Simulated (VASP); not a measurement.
# RbBr (Fm-3m) in VASP: electric field gradients with PBEsol

Aim: the electric field gradients of RbBr with PBEsol.

All numbers are computed with VASP 6.6.1; they aren't measurements. Logs are shortened: lines on timing, memory, paths and dates and some standing lists are left out, and cuts for length are marked.

### Step 1. The cell of the first run

It takes space group Fm-3m (No. 225, cubic). The conventional cell has a = 6.912 Å, b = 6.912 Å, c = 6.912 Å, α = 90.00°, β = 90.00°, γ = 90.00°. Rb (site symmetry m-3m) has 6 Br at 3.46 Å within 4.5 Å. Br (site symmetry m-3m) has 6 Rb at 3.46 Å within 4.5 Å.

### Step 2. Electric field gradients, PBEsol

The input, INCAR:

```
PREC = Accurate ; ENCUT = 520
EDIFF = 1E-8 ; ISMEAR = -1
SIGMA = 0.02 ; LREAL = False
LASPH = True ; NELM = 80
ALGO = Normal ; ISIF = 2
LWAVE = False ; LCHARG = False
GGA = PS ; LEFG = True
ISYM = 0 ; NBANDS = 15
```

The input, KPOINTS:

```
Automatic mesh
0
Gamma
  7 7 7
```

The input, POSCAR:

```
RbBr
1.0
    0.0000000000      3.4559503595      3.4559503595
    3.4559503595      0.0000000000      3.4559503595
    3.4559503595      3.4559503595      0.0000000000
Rb Br
1 1
Direct
    0.0000000000      0.0000000000      0.0000000000
    0.5000000000      0.5000000000      0.5000000000
```

Potentials or basis: VASP PAW PBE potentials, release 64 (Rb_sv, Br).

Started as:

```sh
> cat potpaw_PBE.64/Rb_sv/POTCAR potpaw_PBE.64/Br/POTCAR > POTCAR
> mpirun -np 1 vasp_std > vasp.out
```

OUTCAR:

```text
PREC = Accurate
   ENCUT = 520
   EDIFF = 1E-8
   ISMEAR = -1
   LREAL = False
   LASPH = True
   NELM = 80
   ISIF = 2
   GGA = PS
   ISYM = 0

 ion  position               nearest neighbor table
   1  0.000  0.000  0.000-   2 3.46   2 3.46   2 3.46   2 3.46   2 3.46   2 3.46
   2  0.500  0.500  0.500-   1 3.46   1 3.46   1 3.46   1 3.46   1 3.46   1 3.46

IMPORTANT INFORMATION: All symmetrisations will be switched off!
NOSYMM: (Re-)initialisation of all symmetry stuff for point group C_1.

----------------------------------------------------------------------------------------

                                     Primitive cell

  volume of cell :      82.5529

  direct lattice vectors                    reciprocal lattice vectors
     0.000000000  3.455950360  3.455950360    -0.144678004  0.144678004  0.144678004
     3.455950360  0.000000000  3.455950360     0.144678004 -0.144678004  0.144678004
     3.455950360  3.455950360  0.000000000     0.144678004  0.144678004 -0.144678004

  length of vectors
     4.887451869  4.887451869  4.887451869     0.250589654  0.250589654  0.250589654

  position of ions in fractional coordinates (direct lattice)
     0.000000000  0.000000000  0.000000000
     0.500000000  0.500000000  0.500000000

  ion indices of the primitive-cell ions
   primitive index   ion index
                 1           1
                 2           2

----------------------------------------------------------------------------------------

 KPOINTS: Automatic mesh

Automatic generation of k-mesh.
 Grid dimensions read from file:
 generate k-points for:    7    7    7

 Generating k-lattice:

  Cartesian coordinates                     Fractional coordinates (reciprocal lattice)
    -0.020668286  0.020668286  0.020668286     0.142857143  0.000000000  0.000000000
     0.020668286 -0.020668286  0.020668286     0.000000000  0.142857143  0.000000000
     0.020668286  0.020668286 -0.020668286     0.000000000  0.000000000  0.142857143

  Length of vectors
     0.035798522  0.035798522  0.035798522

  Shift w.r.t. Gamma in fractional coordinates (k-lattice)
     0.000000000  0.000000000  0.000000000

 Subroutine IBZKPT returns following result:
 ===========================================

 Found    172 irreducible k-points:

 Following reciprocal coordinates:
            Coordinates               Weight
  0.000000  0.000000  0.000000      1.000000
  0.142857  0.000000  0.000000      2.000000
  0.000000  0.142857  0.000000      2.000000
  0.000000  0.000000  0.142857      2.000000
  0.142857  0.142857  0.142857      2.000000
  0.285714  0.000000  0.000000      2.000000
[... 16 lines left out ...]
  0.142857 -0.142857 -0.142857      2.000000
  0.285714  0.285714  0.142857      2.000000
 [... further k-points ...]
   k-points           NKPTS =    172   k-points in BZ     NKDIM =    172   number of bands    NBANDS=     15
   number of dos      NEDOS =    301   number of ions     NIONS =      2
   total plane-waves  NPLWV =  46656
   dimension x,y,z NGX =    36 NGY =   36 NGZ =   36
   dimension x,y,z NGXF=    72 NGYF=   72 NGZF=   72
   ions per type =               1   1
   NGX,Y,Z   is equivalent  to a cutoff of  12.25, 12.25, 12.25 a.u.
   NGXF,Y,Z  is equivalent  to a cutoff of  24.49, 24.49, 24.49 a.u.
 SYSTEM =  unknown system
   PREC   = accura    normal or accurate (medium, high low for compatibility)
   ISTART =      0    job   : 0-new  1-cont  2-samecut
   ICHARG =      2    charge: 1-file 2-atom 10-const
   ISPIN  =      1    spin polarized calculation?
   LNONCOLLINEAR =      F non collinear calculations
   LSORBIT =      F    spin-orbit coupling
   LASPH  =      T    aspherical Exc in radial PAW
   ENCUT  =  520.0 eV  38.22 Ry    6.18 a.u.   9.09  9.09  9.09*2*pi/ulx,y,z
   NELM   =     80;   NELMIN=  2; NELMDL= -5     # of ELM steps
   EDIFF  = 0.1E-07   stopping-criterion for ELM
   LREAL  =      F    real-space projection
   EDIFFG = 0.1E-06   stopping-criterion for IOM
   NSW    =      0    number of steps for IOM
   IBRION =     -1    ionic relax: 0-MD 1-quasi-New 2-CG
   NFREE  =      0    steps in history (QN), initial steepest desc. (CG)
   ISIF   =      2    stress and relaxation
   ISYM   =      0    0-nonsym 1-usesym 2-fastsym
   POTIM  = 0.5000    time-step for ionic-motion
   TEBEG  =    0.0;   TEEND  =   0.0 temperature during run
   PSTRESS=    0.0 pullay stress
   NELECT =      16.0000    total number of electrons
   NUPDOWN=      -1.0000    fix difference up-down
   EMIN   =  10.00;   EMAX   =-10.00  energy-range for DOS
   EFERMI =   0.00;   METHOD = LEGACY
   ISMEAR =    -1;   SIGMA  =   0.02  broadening in eV -4-tet -1-fermi 0-gaus
   EFERMI_NEDOS =   21; number of points for ismear=-14 and -15
   IALGO  =     38    algorithm
   IMIX   =      4    mixing-type and parameters
     AMIX     =   0.40;   BMIX     =  1.00
     AMIX_MAG =   1.60;   BMIX_MAG =  1.00
  volume/ion in A,a.u.               =      41.28       278.55
  Fermi-wavevector in a.u.,A,eV,Ry     =   0.947409  1.790343 12.212359  0.897583
  Thomas-Fermi vector in A             =   2.075499
   LORBIT       =      0    0 simple, 1 ext, 2 COOP (PROOUT), +10 PAW based schemes
   GGA     = PS    functional components
   LHFCALC =     F    Hartree Fock is set to
   AEXX    =    0.0000 exact exchange contribution
   IVDW    =     0    specifies the selected vdW correction
   LEPSILON=     F    determine dielectric tensor
   LRPA    =     F    only Hartree local field effects (RPA)
 non-spin polarized calculation
  energy-cutoff  :      520.00
  volume of cell :       82.55
 maximum number of plane-waves:      2239
   NGX = 19   NGY = 19   NGZ = 19

 number of electron      15.9999997 magnetization

 Free energy of the ion-electron system (eV)
  ---------------------------------------------------
  ext. energy  EPLUGINS =         0.00000000
  ---------------------------------------------------
  free energy    TOTEN  =        -6.35303054 eV

  energy without entropy =       -6.35303054  energy(sigma->0) =       -6.35303054

 E-fermi :  -1.4191     XC(G=0):  -7.3002

 val. band max:       -1.9373816428   @ k =   0.0000   0.0000   0.0000
 cond. band min:       2.2186336151   @ k =   0.0000   0.0000   0.0000
 fundamental gap:      4.1560152578
 Fermi energy:        -1.4191079146

 k-point     1 :       0.0000    0.0000    0.0000
  band No.  band energies     occupation
      1     -26.3459      2.00000
      2     -14.1055      2.00000
      3     -10.4309      2.00000
      4     -10.4309      2.00000
      5     -10.4309      2.00000
      6      -1.9374      2.00000
      7      -1.9374      2.00000
      8      -1.9374      2.00000
      9       2.2186      0.00000
     10       5.2600      0.00000
     11       5.2600      0.00000
     12       5.2600      0.00000
     13       6.1314      0.00000
     14       6.1314      0.00000
     15       8.8168      0.00000

 k-point     2 :       0.1429    0.0000    0.0000
  band No.  band energies     occupation
      1     -26.3443      2.00000
      2     -14.1123      2.00000
      3     -10.4323      2.00000
      4     -10.4323      2.00000
      5     -10.4235      2.00000
      6      -2.1694      2.00000
      7      -2.0063      2.00000
      8      -2.0063      2.00000
      9       2.6964      0.00000
     10       5.1330      0.00000
     11       5.4979      0.00000
     12       5.4979      0.00000
     13       6.4230      0.00000
     14       6.4230      0.00000
     15       9.5693      0.00000

 k-point     3 :       0.0000    0.1429    0.0000
  band No.  band energies     occupation
      1     -26.3443      2.00000
      2     -14.1123      2.00000
      3     -10.4323      2.00000
      4     -10.4323      2.00000
      5     -10.4235      2.00000
      6      -2.1694      2.00000
      7      -2.0063      2.00000
      8      -2.0063      2.00000
      9       2.6964      0.00000
     10       5.1330      0.00000
     11       5.4979      0.00000
     12       5.4979      0.00000
     13       6.4230      0.00000
     14       6.4230      0.00000
     15       9.5693      0.00000

 k-point     4 :       0.0000    0.0000    0.1429
  band No.  band energies     occupation
      1     -26.3443      2.00000
      2     -14.1123      2.00000
      3     -10.4323      2.00000
      4     -10.4323      2.00000
      5     -10.4235      2.00000
      6      -2.1694      2.00000
      7      -2.0063      2.00000
      8      -2.0063      2.00000
      9       2.6964      0.00000
     10       5.1330      0.00000
     11       5.4979      0.00000
     12       5.4979      0.00000
     13       6.4230      0.00000
     14       6.4230      0.00000
     15       9.5693      0.00000
[... 307 lines left out ...]
 k-point    22 :       0.1429    0.2857    0.0000
  band No.  band energies     occupation
      1     -26.3409      2.00000
      2     -14.1159      2.00000
      3     -10.4527      2.00000
      4     -10.4498      2.00000
      5     -10.4146      2.00000
      6      -2.5267      2.00000
      7      -2.1050      2.00000
      8      -2.0677      2.00000
      9       3.5666      0.00000
     10       4.6041      0.00000
     11       6.3109      0.00000
     12       6.4324      0.00000
     13       6.7146      0.00000
     14       7.3510      0.00000
     15      10.0128      0.00000

 k-point    23 :       0.1429   -0.1429   -0.1429
  band No.  band energies     occupation
      1     -26.3409      2.00000
      2     -14.1159      2.00000
      3     -10.4527      2.00000
      4     -10.4498      2.00000
      5     -10.4146      2.00000
      6      -2.5267      2.00000
      7      -2.1050      2.00000
      8      -2.0677      2.00000
      9       3.5666      0.00000
     10       4.6041      0.00000
     11       6.3109      0.00000
     12       6.4324      0.00000
     13       6.7146      0.00000
     14       7.3510      0.00000
     15      10.0128      0.00000

 k-point    24 :       0.2857    0.2857    0.1429
  band No.  band energies     occupation
      1     -26.3409      2.00000
      2     -14.1159      2.00000
      3     -10.4527      2.00000
      4     -10.4498      2.00000
      5     -10.4146      2.00000
      6      -2.5267      2.00000
      7      -2.1050      2.00000
      8      -2.0677      2.00000
      9       3.5666      0.00000
     10       4.6041      0.00000
     11       6.3109      0.00000
     12       6.4324      0.00000
     13       6.7146      0.00000
     14       7.3510      0.00000
     15      10.0128      0.00000

 [... further k-points ...]
[... 5 lines left out ...]
  --------------------------------------------------------------------------------------
  -------------------------------------------------------------------------------------
  Total       -0.1785639     -0.1785625     -0.1785634      0.0000014      0.0000020      0.0000017
  in kB       -3.4655459     -3.4655194     -3.4655375      0.0000275      0.0000383      0.0000324
  external PRESSURE =      -3.4655342 kB  Pullay stress =       0.0000000 kB

 VOLUME and BASIS-vectors are now :
 -----------------------------------------------------------------------------
  energy-cutoff  :      520.00
  volume of cell :       82.55
      direct lattice vectors                 reciprocal lattice vectors
     0.000000000  3.455950360  3.455950360    -0.144678004  0.144678004  0.144678004
     3.455950360  0.000000000  3.455950360     0.144678004 -0.144678004  0.144678004
     3.455950360  3.455950360  0.000000000     0.144678004  0.144678004 -0.144678004

 POSITION                                       TOTAL-FORCE (eV/Angst)
 -----------------------------------------------------------------------------------
      0.00000      0.00000      0.00000         0.000000      0.000000     -0.000000
      3.45595      3.45595      3.45595        -0.000000     -0.000000      0.000000
 -----------------------------------------------------------------------------------
    total drift:                               -0.000000      0.000000      0.000000

  FREE ENERGIE OF THE ION-ELECTRON SYSTEM (eV)
  ---------------------------------------------------
  free  energy   TOTEN  =        -6.3530305426 eV

  energy  without entropy=       -6.3530305426  energy(sigma->0) =       -6.35303054

 Electric field gradients (V/A^2)
---------------------------------------------------------------------
 ion       V_xx      V_yy      V_zz      V_xy      V_xz      V_yz
---------------------------------------------------------------------
   1      -0.000     0.000    -0.000    -0.000    -0.000    -0.000
   2       0.000    -0.000    -0.000    -0.000    -0.000    -0.000
---------------------------------------------------------------------

 Electric field gradients after diagonalization (V/A^2)
 (convention: |V_zz| > |V_xx| > |V_yy|)
----------------------------------------------------------------------
 ion       V_xx      V_yy      V_zz     asymmetry (V_yy - V_xx)/ V_zz
----------------------------------------------------------------------
   1       0.000     0.000    -0.000       0.615
   2       0.000     0.000    -0.001       0.046
----------------------------------------------------------------------

           NMR quadrupolar parameters

 Cq : quadrupolar parameter    Cq=e*Q*V_zz/h
 eta: asymmetry parameters     (V_yy - V_xx)/ V_zz
 Q  : nuclear electric quadrupole moment in mb (millibarn)
----------------------------------------------------------------------
 ion       Cq(MHz)       eta       Q (mb)
----------------------------------------------------------------------
   1      -0.000       0.615       1.000
   2      -0.000       0.046       1.000
----------------------------------------------------------------------
```

Run time: 2.7 min. Hardware: 1 thread of Intel Xeon Platinum 8259CL at 2.50GHz (Skylake/Cascade Lake), shared host; peak memory 0.35 GiB.

What came out:

* Free energy: -6.3530 eV
* Pressure: -0.3 GPa
* Band gap on the k mesh: 4.16 eV, direct

Levels at points of the mesh, in eV from the valence-band top:
```csv
k point,band 5,band 6,band 7,band 8,band 9,band 10,band 11,band 12
"(0.00, 0.00, 0.00)",-8.49,0.00,0.00,0.00,4.16,7.20,7.20,7.20
```

Caveat: without QUAD_EFG the Cq values of the log hold for a quadrupole moment of 1 mb, not for the nuclei; the PAW data sets were made with another functional, which shifts forces and pressure a little.
